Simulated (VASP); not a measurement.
# SiC (F-43m) in VASP: notebook, part 2 of 2

VASP 6.6.1. The steps go on from the part before.

## 4. Vibrations by perturbation theory, PBE

The input, INCAR:

```
PREC = Accurate
ENCUT = 520
EDIFF = 1E-8
ISMEAR = 0
SIGMA = 0.01
LREAL = F
LASPH = T
NELM = 80
ALGO = Normal
ISIF = 2
LWAVE = F
LCHARG = F
GGA = PE
IBRION = 8
NSW = 1
LEPSILON = T
```

The input, KPOINTS:

```
regular mesh
0
Gamma
  10 10 10
```

The input, POSCAR:

```
SiC
1.0
    0.0000000000      2.1898629720      2.1898629720
    2.1898629720      0.0000000000      2.1898629720
    2.1898629720      2.1898629720      0.0000000000
Si C
1 1
Direct
    0.2500000000      0.2500000000      0.2500000000
    0.0000000000      0.0000000000      0.0000000000
```

Potentials or basis: VASP PAW PBE potentials, release 64 (Si, C).

On the command line:

```bash
$ cat potpaw_PBE.64/Si/POTCAR potpaw_PBE.64/C/POTCAR > POTCAR
$ mpirun -np 1 vasp_std > vasp.out
```

OUTCAR:

```text
PREC = Accurate
   ENCUT = 520
   EDIFF = 1E-8
   ISMEAR = 0
   LREAL = F
   LASPH = T
   NELM = 80
   ISIF = 2
   GGA = PE
   IBRION = 8
   NSW = 1
   LEPSILON = T

 ion  position               nearest neighbor table
   1  0.250  0.250  0.250-   2 1.90   2 1.90   2 1.90   2 1.90
   2  0.000  0.000  0.000-   1 1.90   1 1.90   1 1.90   1 1.90

  LATTYP: Found a face centered cubic cell.
 ALAT       =     4.3797259440

  Lattice vectors:

 A1 = (   0.0000000000,   2.1898629720,   2.1898629720)
 A2 = (   2.1898629720,   0.0000000000,   2.1898629720)
 A3 = (   2.1898629720,   2.1898629720,   0.0000000000)

Analysis of symmetry for initial positions (statically):
=====================================================================
 Subroutine PRICEL returns:
 Original cell was already a primitive cell.

 Routine SETGRP: Setting up the symmetry group for a
 face centered cubic supercell.

 Subroutine GETGRP returns: Found 24 space group operations
 (whereof 24 operations were pure point group operations)
 out of a pool of 48 trial point group operations.

The static configuration has the point symmetry T_d .

Analysis of symmetry for dynamics (positions and initial velocities):
=====================================================================
 Subroutine PRICEL returns:
 Original cell was already a primitive cell.

 Routine SETGRP: Setting up the symmetry group for a
 face centered cubic supercell.

 Subroutine GETGRP returns: Found 24 space group operations
 (whereof 24 operations were pure point group operations)
 out of a pool of 48 trial point group operations.

The dynamic configuration has the point symmetry T_d .

 Subroutine INISYM returns: Found 24 space group operations
 (whereof 24 operations are pure point group operations),
 and found     1 'primitive' translations

----------------------------------------------------------------------------------------

                                     Primitive cell

  volume of cell :      21.0030

  direct lattice vectors                    reciprocal lattice vectors
     0.000000000  2.189862972  2.189862972    -0.228324789  0.228324789  0.228324789
     2.189862972  0.000000000  2.189862972     0.228324789 -0.228324789  0.228324789
     2.189862972  2.189862972  0.000000000     0.228324789  0.228324789 -0.228324789

  length of vectors
     3.096933915  3.096933915  3.096933915     0.395470134  0.395470134  0.395470134

  position of ions in fractional coordinates (direct lattice)
     0.250000000  0.250000000  0.250000000
     0.000000000  0.000000000  0.000000000

  ion indices of the primitive-cell ions
   primitive index   ion index
[... 451 lines left out ...]
    -0.00048  0.98679  0.00000
     0.98679 -0.00048  0.00000
     0.00000  0.00000  0.00057

--------------------------------------- Ionic step        4  -------------------------------------------

------------------------ aborting loop because EDIFF is reached ----------------------------------------

[... ionic steps 5 to 6 ...]

--------------------------------------- Ionic step        7  -------------------------------------------

 Free energy of the ion-electron system (eV)
  ---------------------------------------------------
  ---------------------------------------------------
  free energy    TOTEN  =        -0.12459081 eV

  energy without entropy =       -0.12459081

------------------------ aborting loop because EDIFF is reached ----------------------------------------

 INTERNAL STRAIN TENSOR  FOR ION    2  DIRECTION 1   (eV/Angst):
 -----------------------------------------------------------------------------
    -0.00281  0.00000  0.00000
     0.00000  0.00085  7.49654
     0.00000  7.49654  0.00085

 MACROSCOPIC STATIC DIELECTRIC TENSOR (including local field effects in DFT)
 ------------------------------------------------------
           7.040147     0.000000    -0.000000
          -0.000000     7.040147     0.000000
           0.000000    -0.000000     7.040147
 ------------------------------------------------------

 PIEZOELECTRIC TENSOR (including local field effects)  for field in x, y, z        (e  Angst)
          XX          YY          ZZ          XY          YZ          ZX
  --------------------------------------------------------------------------------
  x    -0.00000    -0.00000    -0.00000     0.00000     1.29113     0.00000
  y     0.00000    -0.00000     0.00000     0.00000     0.00000     1.29113
  z    -0.00000    -0.00000     0.00000     1.29113     0.00000     0.00000

 PIEZOELECTRIC TENSOR (including local field effects)  for field in x, y, z        (C/m^2)
          XX          YY          ZZ          XY          YZ          ZX
  --------------------------------------------------------------------------------
  x    -0.00000    -0.00000    -0.00000     0.00000     0.98492     0.00000
  y     0.00000    -0.00000     0.00000     0.00000     0.00000     0.98492
  z    -0.00000    -0.00000     0.00000     0.98492     0.00000     0.00000

 BORN EFFECTIVE CHARGES (including local field effects) (in |e|, cummulative output)
 ---------------------------------------------------------------------------------
 ion    1
    1     2.68536    -0.00000    -0.00000
    2     0.00000     2.68536    -0.00000
    3    -0.00000     0.00000     2.68536
 ion    2
    1    -2.68536     0.00000     0.00000
    2    -0.00000    -2.68536     0.00000
    3     0.00000    -0.00000    -2.68536

 INTERNAL STRAIN TENSOR FOR ION    2 for displacements in x,y,z  (eV/Angst):
          X           Y           Z          XY          YZ          ZX
  --------------------------------------------------------------------------------
  x     0.00000    -0.00000    -0.00000     0.00000     7.49654     0.00000
  y    -0.00000    -0.00000    -0.00000     0.00000     0.00000     7.49654
  z    -0.00000    -0.00000     0.00000     7.49654     0.00000     0.00000

 SECOND DERIVATIVES (NOT SYMMETRIZED)
 ------------------------------------
               1X          1Y          1Z          2X          2Y          2Z
  1X   -18.571695    0.000000    0.000000   18.571695    0.000000    0.000000
  1Y     0.000000  -18.571695    0.000000    0.000000   18.571695    0.000000
  1Z     0.000000    0.000000  -18.571695    0.000000    0.000000   18.571695
  2X    18.574797    0.000000    0.000000  -18.574797    0.000000    0.000000
  2Y     0.000000   18.574797    0.000000    0.000000  -18.574797    0.000000
  2Z     0.000000    0.000000   18.574797    0.000000    0.000000  -18.574797

 Eigenvectors and eigenvalues of the dynamical matrix
 ----------------------------------------------------

   1 f  =   23.228739 THz   145.950470 2PiTHz  774.827324 cm-1    96.066301 meV
             X         Y         Z           dx          dy          dz
      1.094931  1.094931  1.094931    -0.547285    0.000000    0.000000
      0.000000  0.000000  0.000000     0.836946    0.000000    0.000000
[... 21 lines left out ...]
   6 f/i=    0.000889 THz     0.005584 2PiTHz    0.029643 cm-1     0.003675 meV
             X         Y         Z           dx          dy          dz
      1.094931  1.094931  1.094931    -0.836946    0.000000    0.000000
      0.000000  0.000000  0.000000    -0.547285    0.000000    0.000000

--------------------------------------------------------------------------------------------------------

 MACROSCOPIC STATIC DIELECTRIC TENSOR IONIC CONTRIBUTION
 ------------------------------------------------------
           3.345039    -0.000000    -0.000000
          -0.000000     3.345039    -0.000000
          -0.000000    -0.000000     3.345039
 ------------------------------------------------------

 ELASTIC MODULI CONTR FROM IONIC RELAXATION (kBar)
 Direction    XX          YY          ZZ          XY          YZ          ZX
 --------------------------------------------------------------------------------
 XX          -0.0000      0.0000      0.0000      0.0000     -0.0000     -0.0000
 YY           0.0000     -0.0000      0.0000      0.0000      0.0000      0.0000
 ZZ           0.0000      0.0000     -0.0000     -0.0000      0.0000     -0.0000
 XY           0.0000      0.0000     -0.0000   -210.1526      0.0000     -0.0000
 YZ          -0.0000      0.0000      0.0000      0.0000   -210.1526      0.0000
 ZX          -0.0000      0.0000     -0.0000     -0.0000      0.0000   -210.1526
 --------------------------------------------------------------------------------

 PIEZOELECTRIC TENSOR IONIC CONTR  for field in x, y, z        (C/m^2)
          XX          YY          ZZ          XY          YZ          ZX
  --------------------------------------------------------------------------------
  x    -0.00000     0.00000     0.00000     0.00000    -0.78893     0.00000
  y    -0.00000     0.00000    -0.00000    -0.00000     0.00000    -0.78893
  z     0.00000     0.00000    -0.00000    -0.78893     0.00000     0.00000
```

OSZICAR:

```text
N       E                     dE             d eps       ncg     rms          rms(c)
DAV:   1     0.626366515189E+01    0.62637E+01   -0.41927E+03   760   0.912E+02
DAV:   2    -0.164773553174E+02   -0.22741E+02   -0.21675E+02  1128   0.104E+02
DAV:   3    -0.168731042664E+02   -0.39575E+00   -0.39575E+00   824   0.172E+01
DAV:   4    -0.168746373777E+02   -0.15331E-02   -0.15331E-02  1256   0.115E+00
[... 151 lines left out ...]
RMM:   7    -0.124589365391E+00    0.58316E-05   -0.55290E-08  4674   0.121E-03    0.112E-04
RMM:   8    -0.124590860866E+00   -0.14955E-05   -0.21556E-09  4730   0.244E-04    0.350E-05
RMM:   9    -0.124590814966E+00    0.45900E-07    0.76752E-09  4873   0.787E-05    0.443E-06
RMM:  10    -0.124590806371E+00    0.85950E-08   -0.28408E-09  4947   0.101E-05    0.328E-06
 Linear response finished
```

stdout:

```text
POSCAR found type information on POSCAR SiC
 POSCAR found :  2 types and       2 ions
 scaLAPACK will be used
 LDA part: xc-table for (Slater+PW92), standard interpolation
 POSCAR, INCAR and KPOINTS ok, starting setup
 FFT: planning ... GRIDC
 FFT: planning ... GRID_SOFT
 FFT: planning ... GRID
 WAVECAR not read
 entering main loop
[... 23 lines left out ...]
  Direction:   3
 dielectric tensor                  component  3 :     1.082     1.514     7.040
 Linear response DOF=           2
 Linear response progress:
 first order change of Fermi-energy   0.23908E-04
 force on displaced ion       1 direction 1 : -18.572   0.000   0.000
 Born effective charge ion    1 direction 1 :   2.681   0.000   0.000
 Linear response progress:
 first order change of Fermi-energy   0.29598E-03
 force on displaced ion       2 direction 1 : -18.575   0.000   0.000
 Born effective charge ion    2 direction 1 :  -2.689   0.000   0.000
 Born effective charges drift removed
 Linear response finished
```

Run time: 1.7 min. Hardware: 1 thread of Intel Xeon 6975P-C, shared host; peak memory 0.2 GiB.

Results:

```yaml
Electronic_dielectric_tensor_diagonal: 7.04
Born_charges_mean_of_the_diagonal: Si +2.69; C -2.69 e
Highest_phonon_frequency_at_Γ_LO-TO_splitting_left_out: 775 cm⁻¹
```

Phonon frequencies in cm⁻¹ (negative: imaginary):
| q point | frequencies |
| --- | --- |
| (0.000, 0.000, 0.000) | 0 0 0 775 775 775 |

Electronic dielectric tensor:
```
7.04 0.00 0.00
0.00 7.04 0.00
0.00 0.00 7.04
```

Born effective charge tensors (e):
atom 1, Si
```
2.69 0.00 0.00
0.00 2.69 0.00
0.00 0.00 2.69
```
atom 2, C
```
-2.69  0.00  0.00
 0.00 -2.69  0.00
 0.00  0.00 -2.69
```
